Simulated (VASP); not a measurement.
# InPd (Pm-3m) in VASP: notebook, part 2 of 2

VASP 6.6.1. The steps go on from the part before.

**4. Vibrations by perturbation theory, PBEsol**

This run uses another cell than the first one, of 17.13 Å³/atom.

File INCAR:

```
ALGO = Normal
EDIFF = 1E-8
ENCUT = 520
GGA = PS
IBRION = 8
ISIF = 2
ISMEAR = -1
LASPH = True
LCHARG = False
LREAL = False
LWAVE = False
NELM = 80
NSW = 1
PREC = Accurate
SIGMA = 0.1
```

File KPOINTS:

```
k-points
0
Gamma
  12 12 12
```

File POSCAR:

```
InPd
1.0
    3.2480179769      0.0000000000      0.0000000000
    0.0000000000      3.2480179769      0.0000000000
    0.0000000000      0.0000000000      3.2480179769
In Pd
1 1
Direct
    0.0000000000      0.0000000000      0.0000000000
    0.5000000000      0.5000000000      0.5000000000
```

Potentials or basis: VASP PAW PBE potentials, release 64 (In_d, Pd).

Command:

```bash
> cat potpaw_PBE.64/In_d/POTCAR potpaw_PBE.64/Pd/POTCAR > POTCAR
> mpirun -np 1 vasp_std > vasp.out
```

OUTCAR:

```text
EDIFF = 1E-8
   ENCUT = 520
   GGA = PS
   IBRION = 8
   ISIF = 2
   ISMEAR = -1
   LASPH = True
   LREAL = False
   NELM = 80
   NSW = 1
   PREC = Accurate

 ion  position               nearest neighbor table
   1  0.000  0.000  0.000-   2 2.81   2 2.81   2 2.81   2 2.81   2 2.81   2 2.81   2 2.81   2 2.81

   2  0.500  0.500  0.500-   1 2.81   1 2.81   1 2.81   1 2.81   1 2.81   1 2.81   1 2.81   1 2.81

  LATTYP: Found a simple cubic cell.
 ALAT       =     3.2480179769

  Lattice vectors:

 A1 = (   3.2480179769,   0.0000000000,   0.0000000000)
 A2 = (   0.0000000000,   3.2480179769,   0.0000000000)
 A3 = (   0.0000000000,   0.0000000000,   3.2480179769)

Analysis of symmetry for initial positions (statically):
=====================================================================
 Subroutine PRICEL returns:
 Original cell was already a primitive cell.

 Routine SETGRP: Setting up the symmetry group for a
 simple cubic supercell.

 Subroutine GETGRP returns: Found 48 space group operations
 (whereof 48 operations were pure point group operations)
 out of a pool of 48 trial point group operations.

The static configuration has the point symmetry O_h .

Analysis of symmetry for dynamics (positions and initial velocities):
=====================================================================
 Subroutine PRICEL returns:
 Original cell was already a primitive cell.

 Routine SETGRP: Setting up the symmetry group for a
 simple cubic supercell.

 Subroutine GETGRP returns: Found 48 space group operations
 (whereof 48 operations were pure point group operations)
 out of a pool of 48 trial point group operations.

The dynamic configuration has the point symmetry O_h .

 Subroutine INISYM returns: Found 48 space group operations
 (whereof 48 operations are pure point group operations),
 and found     1 'primitive' translations

----------------------------------------------------------------------------------------

                                     Primitive cell

  volume of cell :      34.2654

  direct lattice vectors                    reciprocal lattice vectors
     3.248017977  0.000000000  0.000000000     0.307880069  0.000000000  0.000000000
     0.000000000  3.248017977  0.000000000     0.000000000  0.307880069  0.000000000
     0.000000000  0.000000000  3.248017977     0.000000000  0.000000000  0.307880069

  length of vectors
     3.248017977  3.248017977  3.248017977     0.307880069  0.307880069  0.307880069

  position of ions in fractional coordinates (direct lattice)
     0.000000000  0.000000000  0.000000000
     0.500000000  0.500000000  0.500000000

  ion indices of the primitive-cell ions
   primitive index   ion index
                 1           1
                 2           2

----------------------------------------------------------------------------------------

[... 544 lines left out ...]
      4      -3.9238      2.00000
      5      -3.7117      2.00000
      6       3.9961      2.00000
      7       6.3083      2.00000
      8       7.4532      2.00000
      9       7.7297      2.00000
     10       7.7657      2.00000
     11       7.9946      2.00000
     12       9.8171      1.99968
     13      13.0454      0.00000
     14      15.4890      0.00000
     15      20.0240      0.00000

 [... further k-points ...]

------------------------ aborting loop because EDIFF is reached ----------------------------------------

  FORCE on cell =-STRESS in cart. coord.  units (eV):
  Direction    XX          YY          ZZ          XY          YZ          ZX
  --------------------------------------------------------------------------------------
  -------------------------------------------------------------------------------------
  Total        0.0235022      0.0235022      0.0235022     -0.0000000      0.0000000     -0.0000000
  in kB        1.0989164      1.0989164      1.0989164     -0.0000000      0.0000000     -0.0000000
  external PRESSURE =       1.0989164 kB  Pullay stress =       0.0000000 kB

 VOLUME and BASIS-vectors are now :
 -----------------------------------------------------------------------------
  energy-cutoff  :      520.00
  volume of cell :       34.27
      direct lattice vectors                 reciprocal lattice vectors
     3.248017977  0.000000000  0.000000000     0.307880069  0.000000000  0.000000000
     0.000000000  3.248017977  0.000000000     0.000000000  0.307880069  0.000000000
     0.000000000  0.000000000  3.248017977     0.000000000  0.000000000  0.307880069

 POSITION                                       TOTAL-FORCE (eV/Angst)
 -----------------------------------------------------------------------------------
      0.00000      0.00000      0.00000         0.000000      0.000000      0.000000
      1.62401      1.62401      1.62401         0.000000      0.000000      0.000000
 -----------------------------------------------------------------------------------
    total drift:                                0.000000      0.000000     -0.000000

  FREE ENERGIE OF THE ION-ELECTRON SYSTEM (eV)
  ---------------------------------------------------
  free  energy   TOTEN  =       -10.0117842883 eV

  energy  without entropy=       -9.9876061676  energy(sigma->0) =       -9.99969523

[... ionic steps 2 to 3 ...]

--------------------------------------- Ionic step        4  -------------------------------------------

------------------------ aborting loop because EDIFF is reached ----------------------------------------

[... ionic steps 5 to 6 ...]

--------------------------------------- Ionic step        7  -------------------------------------------

 Free energy of the ion-electron system (eV)
  ---------------------------------------------------
  ---------------------------------------------------
  free energy    TOTEN  =        -0.25678228 eV

  energy without entropy =       -0.25678227

------------------------ aborting loop because EDIFF is reached ----------------------------------------

 INTERNAL STRAIN TENSOR  FOR ION    2  DIRECTION 1   (eV/Angst):
 -----------------------------------------------------------------------------
     0.00759  0.00000 -0.00000
     0.00000  0.00370 -0.00000
     0.00000 -0.00000  0.00370

 INTERNAL STRAIN TENSOR FOR ION    2 for displacements in x,y,z  (eV/Angst):
          X           Y           Z          XY          YZ          ZX
  --------------------------------------------------------------------------------
  x     0.00000     0.00000     0.00000     0.00000     0.00000     0.00000
  y     0.00000     0.00000     0.00000     0.00000     0.00000     0.00000
  z     0.00000     0.00000     0.00000     0.00000     0.00000     0.00000

 SECOND DERIVATIVES (NOT SYMMETRIZED)
 ------------------------------------
               1X          1Y          1Z          2X          2Y          2Z
  1X    -4.264839    0.000000    0.000000    4.264839   -0.000000   -0.000000
  1Y     0.000000   -4.264839    0.000000   -0.000000    4.264839   -0.000000
  1Z     0.000000    0.000000   -4.264839   -0.000000   -0.000000    4.264839
  2X     4.294902   -0.000000   -0.000000   -4.294902    0.000000    0.000000
  2Y    -0.000000    4.294902   -0.000000    0.000000   -4.294902    0.000000
  2Z    -0.000000   -0.000000    4.294902    0.000000    0.000000   -4.294902

 Eigenvectors and eigenvalues of the dynamical matrix
 ----------------------------------------------------

   1 f  =    4.352182 THz    27.345567 2PiTHz  145.173172 cm-1    17.999171 meV
             X         Y         Z           dx          dy          dz
      0.000000  0.000000  0.000000    -0.000000    0.692288    0.000000
      1.624009  1.624009  1.624009    -0.000000   -0.721621    0.000000
[... 21 lines left out ...]
   6 f/i=    0.007636 THz     0.047979 2PiTHz    0.254714 cm-1     0.031580 meV
             X         Y         Z           dx          dy          dz
      0.000000  0.000000  0.000000     0.721621    0.000000    0.000000
      1.624009  1.624009  1.624009     0.692288    0.000000    0.000000

--------------------------------------------------------------------------------------------------------

 ELASTIC MODULI CONTR FROM IONIC RELAXATION (kBar)
 Direction    XX          YY          ZZ          XY          YZ          ZX
 --------------------------------------------------------------------------------
 XX           0.0000      0.0000      0.0000      0.0000      0.0000      0.0000
 YY           0.0000      0.0000      0.0000      0.0000      0.0000      0.0000
 ZZ           0.0000      0.0000      0.0000      0.0000      0.0000      0.0000
 XY           0.0000      0.0000      0.0000      0.0000      0.0000      0.0000
 YZ           0.0000      0.0000      0.0000      0.0000      0.0000      0.0000
 ZX           0.0000      0.0000      0.0000      0.0000      0.0000      0.0000
 --------------------------------------------------------------------------------
```

OSZICAR:

```text
N       E                     dE             d eps       ncg     rms          rms(c)
DAV:   1     0.160991235257E+03    0.16099E+03   -0.11504E+04  2542   0.202E+03
DAV:   2    -0.303192867652E+01   -0.16402E+03   -0.15990E+03  2653   0.410E+02
DAV:   3    -0.101755120012E+02   -0.71436E+01   -0.70988E+01  3171   0.914E+01
DAV:   4    -0.103099412767E+02   -0.13443E+00   -0.13439E+00  3136   0.117E+01
[... 44 lines left out ...]
RMM:  12    -0.256782237198E+00   -0.20846E-06   -0.12776E-08 10693   0.976E-05    0.318E-05
RMM:  13    -0.256782297823E+00   -0.60625E-07   -0.72398E-09 11311   0.730E-05    0.114E-05
RMM:  14    -0.256782283359E+00    0.14464E-07   -0.13643E-08  9656   0.608E-05    0.297E-06
RMM:  15    -0.256782278144E+00    0.52146E-08   -0.82763E-09  7986   0.554E-05    0.879E-07
 Linear response finished
```

stdout:

```text
POSCAR found type information on POSCAR InPd
 POSCAR found :  2 types and       2 ions
 scaLAPACK will be used
 -----------------------------------------------------------------------------
|                                                                             |
|                                                                             |
|     You enforced a specific xc type in the INCAR file but a different       |
|     I HOPE YOU KNOW WHAT YOU ARE DOING!                                     |
|                                                                             |
 -----------------------------------------------------------------------------

 LDA part: xc-table for (Slater+PW92), standard interpolation
 POSCAR, INCAR and KPOINTS ok, starting setup
 FFT: planning ... GRIDC
 FFT: planning ... GRID_SOFT
 FFT: planning ... GRID
 WAVECAR not read
 entering main loop
 Linear response reoptimize wavefunctions to high precision
 Linear response DOF=           2
 Linear response progress:
 first order change of Fermi-energy  -0.13270E-03
 force on displaced ion       1 direction 1 :  -4.265   0.000  -0.000
 Linear response progress:
 first order change of Fermi-energy   0.97791E-03
 force on displaced ion       2 direction 1 :  -4.295  -0.000   0.000
 Linear response finished
```

Wall time 94 s (1 thread of Intel Xeon 6975P-C (Granite Rapids), shared host); peak memory 0.37 GiB.

What came out:

```yaml
Highest_phonon_frequency_at_Γ: 145 cm⁻¹
```

Phonon frequencies in cm⁻¹ (negative: imaginary):
| q point | frequencies |
| --- | --- |
| (0.000, 0.000, 0.000) | 0 0 0 145 145 145 |

Caveat: the PAW data sets were made with another functional, which shifts forces and pressure a little; spin-orbit coupling is left out, which moves the levels of the heavy elements.

**5. Vibrations by perturbation theory, PBEsol (17.48 Å³/atom)**

This run uses another cell than the first one, of 17.48 Å³/atom.

File INCAR:

```
SYSTEM = InPd
  PREC = Accurate
  ENCUT = 520
  EDIFF = 1E-8
  ISMEAR = -1
  SIGMA = 0.1
  LREAL = .FALSE.
  LASPH = .TRUE.
  NELM = 80
  ALGO = Normal
  ISIF = 2
  LWAVE = .FALSE.
  LCHARG = .FALSE.
  GGA = PS
  NBANDS = 18
  IBRION = 8
  NSW = 1
```

File KPOINTS:

```
Automatic mesh
0
G
  12 12 12
  0 0 0
```

File POSCAR:

```
InPd
1.0
    3.2695286566      0.0000000000      0.0000000000
    0.0000000000      3.2695286566      0.0000000000
    0.0000000000      0.0000000000      3.2695286566
In Pd
1 1
Direct
    0.0000000000      0.0000000000      0.0000000000
    0.5000000000      0.5000000000      0.5000000000
```

Potentials or basis: VASP PAW PBE potentials, release 64 (In_d, Pd).

Command:

```bash
> cat potpaw_PBE.64/In_d/POTCAR potpaw_PBE.64/Pd/POTCAR > POTCAR
> mpirun -np 1 vasp_std > vasp.out
```

OUTCAR:

```text
SYSTEM = InPd
   PREC = Accurate
   ENCUT = 520
   EDIFF = 1E-8
   ISMEAR = -1
   LREAL = .FALSE.
   LASPH = .TRUE.
   NELM = 80
   ISIF = 2
   GGA = PS
   IBRION = 8
   NSW = 1

 ion  position               nearest neighbor table
   1  0.000  0.000  0.000-   2 2.83   2 2.83   2 2.83   2 2.83   2 2.83   2 2.83   2 2.83   2 2.83

   2  0.500  0.500  0.500-   1 2.83   1 2.83   1 2.83   1 2.83   1 2.83   1 2.83   1 2.83   1 2.83

  LATTYP: Found a simple cubic cell.
 ALAT       =     3.2695286566

  Lattice vectors:

 A1 = (   3.2695286566,   0.0000000000,   0.0000000000)
 A2 = (   0.0000000000,   3.2695286566,   0.0000000000)
 A3 = (   0.0000000000,   0.0000000000,   3.2695286566)

Analysis of symmetry for initial positions (statically):
=====================================================================
 Subroutine PRICEL returns:
 Original cell was already a primitive cell.

 Routine SETGRP: Setting up the symmetry group for a
 simple cubic supercell.

 Subroutine GETGRP returns: Found 48 space group operations
 (whereof 48 operations were pure point group operations)
 out of a pool of 48 trial point group operations.

The static configuration has the point symmetry O_h .

Analysis of symmetry for dynamics (positions and initial velocities):
=====================================================================
 Subroutine PRICEL returns:
 Original cell was already a primitive cell.

 Routine SETGRP: Setting up the symmetry group for a
 simple cubic supercell.

 Subroutine GETGRP returns: Found 48 space group operations
 (whereof 48 operations were pure point group operations)
 out of a pool of 48 trial point group operations.

The dynamic configuration has the point symmetry O_h .

[... 684 lines left out ...]
    total drift:                                0.000000      0.000000     -0.000000

  FREE ENERGIE OF THE ION-ELECTRON SYSTEM (eV)
  ---------------------------------------------------
  free  energy   TOTEN  =       -10.0070832763 eV

  energy  without entropy=       -9.9820484985  energy(sigma->0) =       -9.99456589

[... ionic steps 2 to 3 ...]

--------------------------------------- Ionic step        4  -------------------------------------------

------------------------ aborting loop because EDIFF is reached ----------------------------------------

[... ionic steps 5 to 6 ...]

--------------------------------------- Ionic step        7  -------------------------------------------

 Free energy of the ion-electron system (eV)
  ---------------------------------------------------
  ---------------------------------------------------
  free energy    TOTEN  =        -0.25702176 eV

  energy without entropy =       -0.25702176

------------------------ aborting loop because EDIFF is reached ----------------------------------------

 INTERNAL STRAIN TENSOR  FOR ION    2  DIRECTION 1   (eV/Angst):
 -----------------------------------------------------------------------------
     0.00821  0.00000  0.00000
     0.00000  0.00350  0.00000
     0.00000  0.00000  0.00350

 INTERNAL STRAIN TENSOR FOR ION    2 for displacements in x,y,z  (eV/Angst):
          X           Y           Z          XY          YZ          ZX
  --------------------------------------------------------------------------------
  x     0.00000     0.00000     0.00000     0.00000     0.00000     0.00000
  y     0.00000     0.00000     0.00000     0.00000     0.00000     0.00000
  z     0.00000     0.00000     0.00000     0.00000     0.00000     0.00000

 SECOND DERIVATIVES (NOT SYMMETRIZED)
 ------------------------------------
               1X          1Y          1Z          2X          2Y          2Z
  1X    -3.810708   -0.000000   -0.000000    3.810708    0.000000    0.000000
  1Y    -0.000000   -3.810708    0.000000    0.000000    3.810708   -0.000000
  1Z    -0.000000   -0.000000   -3.810708    0.000000    0.000000    3.810708
  2X     3.829315   -0.000000    0.000000   -3.829315    0.000000   -0.000000
  2Y    -0.000000    3.829315    0.000000    0.000000   -3.829315   -0.000000
  2Z    -0.000000   -0.000000    3.829315    0.000000    0.000000   -3.829315

 Eigenvectors and eigenvalues of the dynamical matrix
 ----------------------------------------------------

   1 f  =    4.111638 THz    25.834183 2PiTHz  137.149478 cm-1    17.004360 meV
             X         Y         Z           dx          dy          dz
      0.000000  0.000000  0.000000     0.000000    0.692676    0.000000
      1.634764  1.634764  1.634764     0.000000   -0.721249    0.000000
[... 21 lines left out ...]
   6 f/i=    0.005003 THz     0.031434 2PiTHz    0.166875 cm-1     0.020690 meV
             X         Y         Z           dx          dy          dz
      0.000000  0.000000  0.000000     0.721249   -0.000000   -0.000000
      1.634764  1.634764  1.634764     0.692676   -0.000000    0.000000

--------------------------------------------------------------------------------------------------------

 ELASTIC MODULI CONTR FROM IONIC RELAXATION (kBar)
 Direction    XX          YY          ZZ          XY          YZ          ZX
 --------------------------------------------------------------------------------
 XX           0.0000      0.0000      0.0000      0.0000      0.0000      0.0000
 YY           0.0000      0.0000      0.0000      0.0000      0.0000      0.0000
 ZZ           0.0000      0.0000      0.0000      0.0000      0.0000      0.0000
 XY           0.0000      0.0000      0.0000      0.0000      0.0000      0.0000
 YZ           0.0000      0.0000      0.0000      0.0000      0.0000      0.0000
 ZX           0.0000      0.0000      0.0000      0.0000      0.0000      0.0000
 --------------------------------------------------------------------------------
```

Run time: 1.8 min. Hardware: 1 thread of Intel Xeon 6975P-C (Granite Rapids), shared host; peak memory 0.41 GiB.

What came out:

```yaml
Highest_phonon_frequency_at_Γ: 137 cm⁻¹
```

Phonon frequencies in cm⁻¹ (negative: imaginary):
| q point | frequencies |
| --- | --- |
| (0.000, 0.000, 0.000) | 0 0 0 137 137 137 |

Caveat: the cell stands under pressure or tension, which shifts response properties; the PAW data sets were made with another functional, which shifts forces and pressure a little; spin-orbit coupling is left out, which moves the levels of the heavy elements.
